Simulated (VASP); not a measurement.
# Al (P6/mmm) in VASP: further runs, part 2 of 3

VASP 6.6.1. Earlier steps stand in the parts before.

**3. Single point, PBE (volume scaled by 0.85)**

Input file INCAR:

```
  PREC = Accurate
  ENCUT = 520
  EDIFF = 1E-6
  ISMEAR = -1
  SIGMA = 0.08
  LREAL = False
  LASPH = True
  NELM = 100
  ALGO = Normal
  ISIF = 2
  LWAVE = False
  LCHARG = False
  GGA = PE
  NBANDS = 12
```

Input file KPOINTS:

```
Automatic mesh
0
Gamma
  8 8 11
```

Input file POSCAR:

```
Al
1.0
    4.3635988377      0.0000000000      0.0000000000
   -2.1817994188      3.7789874454      0.0000000000
    0.0000000000      0.0000000000      2.6607674762
Al
3
Direct
    0.0000000000      0.0000000000      0.0000000000
    0.3333333333      0.6666666667      0.5000000000
    0.6666666667      0.3333333333      0.5000000000
```

Potentials or basis: VASP PAW PBE potentials, release 64 (Al).

Started as:

```console
> cat potpaw_PBE.64/Al/POTCAR > POTCAR
> mpirun -np 1 vasp_std > vasp.out
```

OUTCAR:

```text
PREC = Accurate
   ENCUT = 520
   EDIFF = 1E-6
   ISMEAR = -1
   LREAL = False
   LASPH = True
   NELM = 100
   ISIF = 2
   GGA = PE

 ion  position               nearest neighbor table
   1  0.000  0.000  0.000-   2 2.85   3 2.85   2 2.85   3 2.85   2 2.85   2 2.85   3 2.85   3 2.85
                             3 2.85   3 2.85   2 2.85   2 2.85
   2  0.333  0.667  0.500-   3 2.52   3 2.52   3 2.52   1 2.85   1 2.85   1 2.85   1 2.85   1 2.85
                             1 2.85
   3  0.667  0.333  0.500-   2 2.52   2 2.52   2 2.52   1 2.85   1 2.85   1 2.85   1 2.85   1 2.85
                             1 2.85

  LATTYP: Found a hexagonal cell.
 ALAT       =     4.3635988377
 C/A-ratio  =     0.6097644571

  Lattice vectors:

 A1 = (   4.3635988377,   0.0000000000,   0.0000000000)
 A2 = (  -2.1817994188,   3.7789874454,   0.0000000000)
 A3 = (   0.0000000000,   0.0000000000,   2.6607674762)

Analysis of symmetry for initial positions (statically):
=====================================================================
 Subroutine PRICEL returns:
 Original cell was already a primitive cell.

 Routine SETGRP: Setting up the symmetry group for a
 hexagonal supercell.

 Subroutine GETGRP returns: Found 24 space group operations
 (whereof 24 operations were pure point group operations)
 out of a pool of 24 trial point group operations.

The static configuration has the point symmetry D_6h.

Analysis of symmetry for dynamics (positions and initial velocities):
=====================================================================
 Subroutine PRICEL returns:
 Original cell was already a primitive cell.

 Routine SETGRP: Setting up the symmetry group for a
 hexagonal supercell.

 Subroutine GETGRP returns: Found 24 space group operations
 (whereof 24 operations were pure point group operations)
 out of a pool of 24 trial point group operations.

The dynamic configuration has the point symmetry D_6h.

 Subroutine INISYM returns: Found 24 space group operations
 (whereof 24 operations are pure point group operations),
 and found     1 'primitive' translations

----------------------------------------------------------------------------------------

                                     Primitive cell

  volume of cell :      43.8760

  direct lattice vectors                    reciprocal lattice vectors
     4.363598838  0.000000000  0.000000000     0.229168637  0.132310575  0.000000000
    -2.181799419  3.778987445  0.000000000     0.000000000  0.264621149  0.000000000
     0.000000000  0.000000000  2.660767476     0.000000000  0.000000000  0.375831413

  length of vectors
     4.363598838  4.363598838  2.660767476     0.264621149  0.264621149  0.375831413

  position of ions in fractional coordinates (direct lattice)
     0.000000000  0.000000000  0.000000000
     0.333333333  0.666666667  0.500000000
     0.666666667  0.333333333  0.500000000

  ion indices of the primitive-cell ions
   primitive index   ion index
                 1           1
                 2           2
                 3           3

----------------------------------------------------------------------------------------

 KPOINTS: Automatic mesh

Automatic generation of k-mesh.
 Grid dimensions read from file:
 generate k-points for:    8    8   11

 Generating k-lattice:

  Cartesian coordinates                     Fractional coordinates (reciprocal lattice)
[... 41 lines left out ...]
 [... further k-points ...]
   k-points           NKPTS =     60   k-points in BZ     NKDIM =     60   number of bands    NBANDS=     12
   number of dos      NEDOS =    301   number of ions     NIONS =      3
   total plane-waves  NPLWV =  20480
   dimension x,y,z NGX =    32 NGY =   32 NGZ =   20
   dimension x,y,z NGXF=    64 NGYF=   64 NGZF=   40
   ions per type =               3
   NGX,Y,Z   is equivalent  to a cutoff of  12.19, 12.19, 12.50 a.u.
   NGXF,Y,Z  is equivalent  to a cutoff of  24.38, 24.38, 24.99 a.u.
 SYSTEM =  unknown system
   PREC   = accura    normal or accurate (medium, high low for compatibility)
   ISTART =      0    job   : 0-new  1-cont  2-samecut
   ICHARG =      2    charge: 1-file 2-atom 10-const
   ISPIN  =      1    spin polarized calculation?
   LNONCOLLINEAR =      F non collinear calculations
   LSORBIT =      F    spin-orbit coupling
   LASPH  =      T    aspherical Exc in radial PAW
   ENCUT  =  520.0 eV  38.22 Ry    6.18 a.u.   8.11  8.11  4.95*2*pi/ulx,y,z
   NELM   =    100;   NELMIN=  2; NELMDL= -5     # of ELM steps
   EDIFF  = 0.1E-05   stopping-criterion for ELM
   LREAL  =      F    real-space projection
   EDIFFG = 0.1E-04   stopping-criterion for IOM
   NSW    =      0    number of steps for IOM
   IBRION =     -1    ionic relax: 0-MD 1-quasi-New 2-CG
   NFREE  =      0    steps in history (QN), initial steepest desc. (CG)
   ISIF   =      2    stress and relaxation
   ISYM   =      2    0-nonsym 1-usesym 2-fastsym
   POTIM  = 0.5000    time-step for ionic-motion
   TEBEG  =    0.0;   TEEND  =   0.0 temperature during run
   PSTRESS=    0.0 pullay stress
   NELECT =       9.0000    total number of electrons
   NUPDOWN=      -1.0000    fix difference up-down
   EMIN   =  10.00;   EMAX   =-10.00  energy-range for DOS
   EFERMI =   0.00;   METHOD = LEGACY
   ISMEAR =    -1;   SIGMA  =   0.08  broadening in eV -4-tet -1-fermi 0-gaus
   EFERMI_NEDOS =   21; number of points for ismear=-14 and -15
   IALGO  =     38    algorithm
   IMIX   =      4    mixing-type and parameters
     AMIX     =   0.40;   BMIX     =  1.00
     AMIX_MAG =   1.60;   BMIX_MAG =  1.00
  volume/ion in A,a.u.               =      14.63        98.70
  Fermi-wavevector in a.u.,A,eV,Ry     =   0.965487  1.824507 12.682887  0.932166
  Thomas-Fermi vector in A             =   2.095208
   LORBIT       =      0    0 simple, 1 ext, 2 COOP (PROOUT), +10 PAW based schemes
   GGA     = PE    functional components
   LHFCALC =     F    Hartree Fock is set to
   AEXX    =    0.0000 exact exchange contribution
   IVDW    =     0    specifies the selected vdW correction
   LEPSILON=     F    determine dielectric tensor
   LRPA    =     F    only Hartree local field effects (RPA)
 non-spin polarized calculation
  energy-cutoff  :      520.00
  volume of cell :       43.88
 maximum number of plane-waves:      1198
   NGX = 17   NGY = 17   NGZ =  9

 number of electron       9.0000000 magnetization

 Free energy of the ion-electron system (eV)
  ---------------------------------------------------
  ext. energy  EPLUGINS =         0.00000000
  ---------------------------------------------------
  free energy    TOTEN  =       -10.56759498 eV

  energy without entropy =      -10.53760439  energy(sigma->0) =      -10.55259969

 E-fermi :   9.3919     XC(G=0): -10.6403

 val. band max:        9.3696801023   @ k =   0.2500   0.1250   0.4545
 cond. band min:       9.4184732713   @ k =   0.3750   0.0000   0.2727
 fundamental gap:      0.0487931690
 Fermi energy:         9.3919145403

 k-point     1 :       0.0000    0.0000    0.0000
  band No.  band energies     occupation
      1      -2.6811      2.00000
      2       6.8396      2.00000
      3       6.8396      2.00000
      4       6.9170      2.00000
      5       6.9170      2.00000
      6       8.2864      2.00000
      7       8.4242      1.99999
      8      16.8133      0.00000
      9      17.5434      0.00000
     10      23.8214      0.00000
     11      24.0578      0.00000
     12      24.0578      0.00000
[... 331 lines left out ...]
 k-point    24 :       0.3750    0.0000    0.1818
  band No.  band energies     occupation
      1      -0.5523      2.00000
      2       1.9671      2.00000
      3       5.2825      2.00000
      4       6.1010      2.00000
      5      11.9012      0.00000
      6      12.4194      0.00000
      7      13.3501      0.00000
      8      14.5078      0.00000
      9      16.6747      0.00000
     10      16.9445      0.00000
     11      17.6754      0.00000
     12      17.9624      0.00000

 [... further k-points ...]
[... 5 lines left out ...]
  --------------------------------------------------------------------------------------
  -------------------------------------------------------------------------------------
  Total        4.2730693      4.2730693      4.2663287      0.0000000      0.0000000      0.0000000
  in kB      156.0354676    156.0354676    155.7893300      0.0000000      0.0000000      0.0000000
  external PRESSURE =     155.9534218 kB  Pullay stress =       0.0000000 kB

 VOLUME and BASIS-vectors are now :
 -----------------------------------------------------------------------------
  energy-cutoff  :      520.00
  volume of cell :       43.88
      direct lattice vectors                 reciprocal lattice vectors
     4.363598838  0.000000000  0.000000000     0.229168637  0.132310575  0.000000000
    -2.181799419  3.778987445  0.000000000     0.000000000  0.264621149  0.000000000
     0.000000000  0.000000000  2.660767476     0.000000000  0.000000000  0.375831413

 POSITION                                       TOTAL-FORCE (eV/Angst)
 -----------------------------------------------------------------------------------
      0.00000      0.00000      0.00000         0.000000      0.000000      0.000000
     -0.00000      2.51932      1.33038        -0.000000      0.000000     -0.000000
      2.18180      1.25966      1.33038         0.000000     -0.000000      0.000000
 -----------------------------------------------------------------------------------
    total drift:                               -0.000000      0.000000      0.000000

  FREE ENERGIE OF THE ION-ELECTRON SYSTEM (eV)
  ---------------------------------------------------
  free  energy   TOTEN  =       -10.5675949836 eV

  energy  without entropy=      -10.5376043866  energy(sigma->0) =      -10.55259969
```

Wall time 39 s (1 thread of Intel Xeon 6975P-C, shared host); peak memory 0.16 GiB.

Results:

| Quantity | Value |
| --- | --- |
| Free energy | -10.5676 eV |
| Pressure | 15.6 GPa |

(Part 2 of 3 ends here.)
